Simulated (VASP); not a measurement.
Set up this calculation in VASP 6.6.1, as the native input.

- Task: single point
- Functional: PBEsol
- Potentials or basis: VASP PAW PBE potentials, release 64 (Au)
- Cutoff: 520 eV
- k mesh: 18 × 18 × 10
- Occupations: gaussian, width 0.1 eV
- Spin: no spin polarisation
- Dipole correction: no
- k mesh for the DOS: 27 × 27 × 15
- Occupations for the DOS: tetrahedron
- Further INCAR settings: ALGO = Fast; EDIFF = 1e-06; NBANDS = 18

The system is Au.

```
Au
1.0
     2.86519    0.00000    0.00000
    -1.43260    2.48133    0.00000
     0.00000    0.00000    4.79058
Au
2
Direct
  0.33333 0.66667 0.75000
  0.66667 0.33333 0.25000
```

This isn't the form of Au at room conditions, which is fcc.

These files were run (other wordings do the same):

POSCAR

```
Au
1.0
    2.8651900679      0.0000000000      0.0000000000
   -1.4325950339      2.4813273854      0.0000000000
    0.0000000000      0.0000000000      4.7905781656
Au
2
Direct
    0.3333333333      0.6666666667      0.7500000000
    0.6666666667      0.3333333333      0.2500000000
```

INCAR.step1

```
ALGO = Fast ; EDIFF = 1E-6
ENCUT = 520 ; GGA = PS
ISIF = 2 ; ISMEAR = 0
LASPH = T ; LCHARG = T
LMAXMIX = 4 ; LREAL = F
LWAVE = F ; NBANDS = 18
NELM = 100 ; PREC = Accurate
SIGMA = 0.1
```

KPOINTS.step1

```
k-points
0
Gamma
  18 18 10
```

INCAR.step2

```
ALGO = Fast ; EDIFF = 1E-6
ENCUT = 520 ; GGA = PS
ICHARG = 11 ; ISIF = 2
ISMEAR = -5 ; LASPH = T
LCHARG = F ; LMAXMIX = 4
LORBIT = 11 ; LREAL = F
LWAVE = F ; NBANDS = 18
NEDOS = 2001 ; NELM = 100
PREC = Accurate ; SIGMA = 0.1
```

KPOINTS.step2

```
k-points
0
Gamma
  27 27 15
```

Potentials or basis: VASP PAW PBE potentials, release 64 (Au).

Command:

```console
$ cat potpaw_PBE.64/Au/POTCAR > POTCAR
$ cp INCAR.step1 INCAR
$ cp KPOINTS.step1 KPOINTS
$ mpirun -np 1 vasp_std > vasp.out
$ cp INCAR.step2 INCAR
$ cp KPOINTS.step2 KPOINTS
$ mpirun -np 1 vasp_std > vasp.out
```

Results of the run:

* Valence electrons inside the program's atomic spheres: Au 9.64

Run time: 2.4 min on 1 thread of Intel(R) Xeon(R) Platinum 8488C (Sapphire Rapids), on a shared host, peak memory 0.41 GiB.
